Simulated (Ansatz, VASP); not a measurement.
Al in VASP and in Ansatz

```
CELL_PARAMETERS angstrom
0.00000 1.86883 2.01889
1.86883 0.00000 2.01889
1.86883 1.86883 0.00000
ATOMIC_POSITIONS crystal
Al 0.00000 0.00000 0.00000
```

Alike in both runs: task single point; functional PBE; dispersion D3(BJ); k mesh 22 × 22 × 22; occupations gaussian, width 0.15 eV; no spin polarisation.

|  | VASP | Ansatz |
| --- | --- | --- |
| version | VASP 6.6.1 | Ansatz 0.2.0 |
| potentials or method | VASP PAW PBE potentials, release 64 (Al), cutoff 520 eV | scalar-relativistic, plane waves, PAW |
| valence electrons in the cell | 3 | 3 |

Ansatz gave:

- gap on the k mesh at the Fermi level (eV): none
- pressure (GPa): 13.3
- traceless stress, the component that is largest in VASP (GPa): -5.71

**Question.** What did VASP give for the same quantities?

**Answer.** gap on the k mesh at the Fermi level (eV): none; pressure (GPa): 13.3; traceless stress, the component that is largest in VASP (GPa): -5.72.

A gap of «none» marks a metal or a gap that the smearing closes.
